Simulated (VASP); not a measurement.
# Mn3Sn (P6_3/mmc) in VASP: single point with PBE

Aim: the single point of Mn3Sn with PBE.

Program: VASP 6.6.1. These are calculated values, not measurements. Logs are shortened: lines on timing, memory, paths and dates and some standing lists are left out, and cuts for length are marked.

### 1 The cell of the first run

The structure is hexagonal, space group P6_3/mmc (No. 194). The conventional cell has a = 5.670 Å, b = 5.670 Å, c = 4.530 Å, α = 90.00°, β = 90.00°, γ = 120.00°. Mn (site symmetry mm2) has 4 Sn at 2.79 to 2.84 Å and 8 Mn at 2.80 to 2.84 Å within 3.7 Å. Sn (site symmetry -6m2) has 12 Mn at 2.79 to 2.84 Å within 3.7 Å.

### 2 Single point, PBE, collinear spin, ferromagnetic start

Input file INCAR:

```
PREC     = Accurate       # precision mode
ENCUT    = 520            # plane-wave cutoff, eV
EDIFF    = 1E-6           # SCF threshold, eV
ISMEAR   = -1             # smearing method
SIGMA    = 0.1            # smearing width, eV
LREAL    = False          # projectors in reciprocal space
LASPH    = True           # aspherical terms in the spheres
NELM     = 150            # most SCF steps
ALGO     = Normal         # electronic algorithm
ISIF     = 2              # what is computed and relaxed
LWAVE    = False          # write WAVECAR
LCHARG   = False          # write CHGCAR
ISPIN    = 2              # spin polarisation
MAGMOM   = 4.5 4.5 4.5 4.5 4.5 4.5 0 0 # initial moments
LORBIT   = 11             # projections on sites
LMAXMIX  = 4              # l up to which the mixer works
GGA      = PE             # functional
NBANDS   = 67             # bands
```

Input file KPOINTS:

```
Automatic mesh
0
Gamma
  5 5 5
```

Input file POSCAR:

```
Mn3Sn
1.0
    5.6699982500      0.0000000000      0.0000000000
   -2.8349991300      4.9103625200      0.0000000000
    0.0000000000      0.0000000000      4.5300000000
Mn Sn
6 2
Direct
    0.8330000000      0.6660000000      0.2500000000
    0.1670000000      0.8330000000      0.7500000000
    0.3340000000      0.1670000000      0.2500000000
    0.1670000000      0.3340000000      0.7500000000
    0.8330000000      0.1670000000      0.2500000000
    0.6660000000      0.8330000000      0.7500000000
    0.3333333300      0.6666666700      0.2500000000
    0.6666666700      0.3333333300      0.7500000000
```

Potentials or basis: VASP PAW PBE potentials, release 64 (Mn_pv, Sn_d).

Run with:

```console
$ cat potpaw_PBE.64/Mn_pv/POTCAR potpaw_PBE.64/Sn_d/POTCAR > POTCAR
$ mpirun -np 1 vasp_std > vasp.out
```

OUTCAR:

```text
PREC = Accurate
   ENCUT = 520
   EDIFF = 1E-6
   ISMEAR = -1
   LREAL = False
   LASPH = True
   NELM = 150
   ISIF = 2
   ISPIN = 2
   LORBIT = 11
   GGA = PE

 ion  position               nearest neighbor table
   1  0.833  0.666  0.250-   8 2.79   8 2.79   2 2.80   2 2.80   6 2.80   6 2.80   3 2.83   5 2.83
                             7 2.84   7 2.84   3 2.84   5 2.84
   2  0.167  0.833  0.750-   7 2.79   7 2.79   3 2.80   3 2.80   1 2.80   1 2.80   4 2.83   6 2.83
                             8 2.84   8 2.84   4 2.84   6 2.84
   3  0.334  0.167  0.250-   8 2.79   8 2.79   2 2.80   2 2.80   4 2.80   4 2.80   1 2.83   5 2.83
                             7 2.84   7 2.84   1 2.84   5 2.84
   4  0.167  0.334  0.750-   7 2.79   7 2.79   5 2.80   5 2.80   3 2.80   3 2.80   6 2.83   2 2.83
                             8 2.84   8 2.84   6 2.84   2 2.84
   5  0.833  0.167  0.250-   8 2.79   8 2.79   6 2.80   6 2.80   4 2.80   4 2.80   1 2.83   3 2.83
                             7 2.84   7 2.84   1 2.84   3 2.84
   6  0.666  0.833  0.750-   7 2.79   7 2.79   5 2.80   5 2.80   1 2.80   1 2.80   4 2.83   2 2.83
                             8 2.84   8 2.84   4 2.84   2 2.84
   7  0.333  0.667  0.250-   2 2.79   2 2.79   4 2.79   4 2.79   6 2.79   6 2.79   3 2.84   1 2.84
                             5 2.84   5 2.84   3 2.84   1 2.84
   8  0.667  0.333  0.750-   5 2.79   5 2.79   1 2.79   1 2.79   3 2.79   3 2.79   6 2.84   4 2.84
                             2 2.84   2 2.84   6 2.84   4 2.84

  LATTYP: Found a hexagonal cell.
 ALAT       =     5.6699982500
 C/A-ratio  =     0.7989420455

  Lattice vectors:

 A1 = (   5.6699982500,   0.0000000000,   0.0000000000)
 A2 = (  -2.8349991300,   4.9103625200,   0.0000000000)
 A3 = (   0.0000000000,   0.0000000000,   4.5300000000)

Analysis of symmetry for initial positions (statically):
=====================================================================
 Subroutine PRICEL returns:
 Original cell was already a primitive cell.

 Routine SETGRP: Setting up the symmetry group for a
 hexagonal supercell.

 Subroutine GETGRP returns: Found 24 space group operations
 (whereof 12 operations were pure point group operations)
 out of a pool of 24 trial point group operations.

The static configuration has the point symmetry D_3d.
 The point group associated with its full space group is D_6h.

Analysis of symmetry for dynamics (positions and initial velocities):
=====================================================================
 Subroutine PRICEL returns:
 Original cell was already a primitive cell.

 Routine SETGRP: Setting up the symmetry group for a
 hexagonal supercell.

 Subroutine GETGRP returns: Found 24 space group operations
 (whereof 12 operations were pure point group operations)
 out of a pool of 24 trial point group operations.

The dynamic configuration has the point symmetry D_3d.
 The point group associated with its full space group is D_6h.

Analysis of structural, dynamic, and magnetic symmetry:
=====================================================================
 Subroutine PRICEL returns:
 Original cell was already a primitive cell.

 Routine SETGRP: Setting up the symmetry group for a
 hexagonal supercell.

 Subroutine GETGRP returns: Found 24 space group operations
 (whereof 12 operations were pure point group operations)
 out of a pool of 24 trial point group operations.

The overall configuration has the point symmetry D_3d.
 The point group associated with its full space group is D_6h.

 Subroutine INISYM returns: Found 24 space group operations
 (whereof 12 operations are pure point group operations),
 and found     1 'primitive' translations

----------------------------------------------------------------------------------------

                                     Primitive cell

  volume of cell :     126.1231

  direct lattice vectors                    reciprocal lattice vectors
     5.669998250  0.000000000  0.000000000     0.176366897  0.101825476  0.000000000
    -2.834999130  4.910362520  0.000000000     0.000000000  0.203650952  0.000000000
     0.000000000  0.000000000  4.530000000     0.000000000  0.000000000  0.220750552

  length of vectors
     5.669998250  5.669998249  4.530000000     0.203650952  0.203650952  0.220750552

  position of ions in fractional coordinates (direct lattice)
     0.833000000  0.666000000  0.250000000
     0.167000000  0.833000000  0.750000000
     0.334000000  0.167000000  0.250000000
     0.167000000  0.334000000  0.750000000
[... 68 lines left out ...]
   PREC   = accura    normal or accurate (medium, high low for compatibility)
   ISTART =      0    job   : 0-new  1-cont  2-samecut
   ICHARG =      2    charge: 1-file 2-atom 10-const
   ISPIN  =      2    spin polarized calculation?
   LNONCOLLINEAR =      F non collinear calculations
   LSORBIT =      F    spin-orbit coupling
   LASPH  =      T    aspherical Exc in radial PAW
   ENCUT  =  520.0 eV  38.22 Ry    6.18 a.u.  10.54 10.54  8.42*2*pi/ulx,y,z
   NELM   =    150;   NELMIN=  2; NELMDL= -5     # of ELM steps
   EDIFF  = 0.1E-05   stopping-criterion for ELM
   LREAL  =      F    real-space projection
   EDIFFG = 0.1E-04   stopping-criterion for IOM
   NSW    =      0    number of steps for IOM
   IBRION =     -1    ionic relax: 0-MD 1-quasi-New 2-CG
   NFREE  =      0    steps in history (QN), initial steepest desc. (CG)
   ISIF   =      2    stress and relaxation
   ISYM   =      2    0-nonsym 1-usesym 2-fastsym
   POTIM  = 0.5000    time-step for ionic-motion
   TEBEG  =    0.0;   TEEND  =   0.0 temperature during run
   PSTRESS=    0.0 pullay stress
   NELECT =     106.0000    total number of electrons
   NUPDOWN=      -1.0000    fix difference up-down
   EMIN   =  10.00;   EMAX   =-10.00  energy-range for DOS
   EFERMI =   0.00;   METHOD = LEGACY
   ISMEAR =    -1;   SIGMA  =   0.10  broadening in eV -4-tet -1-fermi 0-gaus
   EFERMI_NEDOS =   21; number of points for ismear=-14 and -15
   IALGO  =     38    algorithm
   IMIX   =      4    mixing-type and parameters
     AMIX     =   0.40;   BMIX     =  1.00
     AMIX_MAG =   1.60;   BMIX_MAG =  1.00
  volume/ion in A,a.u.               =      15.77       106.39
  Fermi-wavevector in a.u.,A,eV,Ry     =   1.544941  2.919515 32.474965  2.386843
  Thomas-Fermi vector in A             =   2.650390
   LORBIT       =     11    0 simple, 1 ext, 2 COOP (PROOUT), +10 PAW based schemes
   GGA     = PE    functional components
   LHFCALC =     F    Hartree Fock is set to
   AEXX    =    0.0000 exact exchange contribution
   IVDW    =     0    specifies the selected vdW correction
   LEPSILON=     F    determine dielectric tensor
   LRPA    =     F    only Hartree local field effects (RPA)
 spin polarized calculation
  energy-cutoff  :      520.00
  volume of cell :      126.12
 maximum number of plane-waves:      3425
 NGX is ok and might be reduce to    42
   NGX = 21   NGY = 21   NGZ = 17

 number of electron     106.0000136 magnetization      18.9419775

 Free energy of the ion-electron system (eV)
  ---------------------------------------------------
  ext. energy  EPLUGINS =         0.00000000
  ---------------------------------------------------
  free energy    TOTEN  =       -60.15490286 eV

  energy without entropy =      -59.94210645  energy(sigma->0) =      -60.04850465

 E-fermi :   8.9443     XC(G=0): -12.1286

 val. band max:        8.9239796214   @ k =   0.2000   0.0000   0.4000
 cond. band min:       8.9472674404   @ k =   0.2000   0.0000   0.4000
 fundamental gap:      0.0232878189
 Fermi energy:         8.9443277624

 spin component 1

 k-point     1 :       0.0000    0.0000    0.0000
  band No.  band energies     occupation
      1     -40.3653      1.00000
      2     -40.3653      1.00000
      3     -40.3578      1.00000
      4     -40.3434      1.00000
      5     -40.3434      1.00000
      6     -40.3262      1.00000
[... 1009 lines left out ...]
     64       8.7356      0.88964
     65      10.1385      0.00001
 Fermi energy:         8.9443277624

 spin component 2

 k-point     1 :       0.0000    0.0000    0.0000
  band No.  band energies     occupation
      1     -37.0345      1.00000
      2     -37.0161      1.00000
      3     -37.0127      1.00000
      4     -37.0127      1.00000
      5     -36.9930      1.00000
      6     -36.9930      1.00000
[... 1009 lines left out ...]
     64      11.5514      0.00000
     65      12.3649      0.00000
 [bands above 65 left out]

------------------------ aborting loop because EDIFF is reached ----------------------------------------

  FORCE on cell =-STRESS in cart. coord.  units (eV):
  Direction    XX          YY          ZZ          XY          YZ          ZX
  --------------------------------------------------------------------------------------
  -------------------------------------------------------------------------------------
  Total       -2.9083026     -2.9083025     -1.1782772      0.0000000      0.0000000      0.0000000
  in kB      -36.9449841    -36.9449840    -14.9679863      0.0000000      0.0000000      0.0000000
  external PRESSURE =     -29.6193181 kB  Pullay stress =       0.0000000 kB

 VOLUME and BASIS-vectors are now :
 -----------------------------------------------------------------------------
  energy-cutoff  :      520.00
  volume of cell :      126.12
      direct lattice vectors                 reciprocal lattice vectors
     5.669998250  0.000000000  0.000000000     0.176366897  0.101825476  0.000000000
    -2.834999130  4.910362520  0.000000000     0.000000000  0.203650952  0.000000000
     0.000000000  0.000000000  4.530000000     0.000000000  0.000000000  0.220750552

 POSITION                                       TOTAL-FORCE (eV/Angst)
 -----------------------------------------------------------------------------------
      2.83500      3.27030      1.13250        -0.000000      0.447751     -0.000000
     -1.41466      4.09033      3.39750        -0.387764      0.223875     -0.000000
      1.42033      0.82003      1.13250        -0.387764     -0.223875      0.000000
     -0.00000      1.64006      3.39750         0.000000     -0.447751      0.000000
      4.24966      0.82003      1.13250         0.387764     -0.223875      0.000000
      1.41466      4.09033      3.39750         0.387764      0.223875     -0.000000
     -0.00000      3.27358      1.13250         0.000000      0.000000      0.000000
      2.83500      1.63679      3.39750         0.000000     -0.000000      0.000000
 -----------------------------------------------------------------------------------
    total drift:                               -0.000023      0.000013      0.000000

  FREE ENERGIE OF THE ION-ELECTRON SYSTEM (eV)
  ---------------------------------------------------
  free  energy   TOTEN  =       -60.1549028557 eV

  energy  without entropy=      -59.9421064464  energy(sigma->0) =      -60.04850465

 total charge

# of ion       s       p       d       tot
------------------------------------------
    1        0.293   6.225   5.058  11.576
    2        0.293   6.225   5.058  11.576
    3        0.293   6.225   5.058  11.576
    4        0.293   6.225   5.058  11.576
    5        0.293   6.225   5.058  11.576
    6        0.293   6.225   5.058  11.576
    7        1.086   1.338  10.053  12.477
    8        1.086   1.338  10.053  12.477
--------------------------------------------------
tot          3.932  40.026  50.451  94.409

 magnetization (x)

# of ion       s       p       d       tot
------------------------------------------
    1        0.005   0.012   3.116   3.132
    2        0.005   0.012   3.116   3.132
    3        0.005   0.012   3.116   3.132
    4        0.005   0.012   3.116   3.132
    5        0.005   0.012   3.116   3.132
    6        0.005   0.012   3.116   3.132
    7       -0.030  -0.174   0.013  -0.192
    8       -0.030  -0.174   0.013  -0.192
--------------------------------------------------
tot         -0.032  -0.277  18.719  18.410
```

Wall time 4.8 min (1 thread of Intel Xeon Platinum 8259CL at 2.50GHz (Skylake/Cascade Lake), shared host); peak memory 0.39 GiB.

Results:

* Free energy: -60.1549 eV
* Pressure: -3.0 GPa
* Largest force: 0.448 eV/Å
* Net moment: 18.94 μB per cell
* Site moments: Mn +3.13; Sn -0.19 μB
* Valence electrons inside the program's atomic spheres: Mn 11.58; Sn 12.48

Forces in eV/Å, atoms in the order of the input:
```
Mn   0.000  0.448  0.000
Mn  -0.388  0.224  0.000
Mn  -0.388 -0.224  0.000
Mn   0.000 -0.448  0.000
Mn   0.388 -0.224  0.000
Mn   0.388  0.224  0.000
Sn   0.000  0.000  0.000
Sn   0.000  0.000  0.000
```

Caveat: spin-orbit coupling is left out, which moves the levels of the heavy elements.
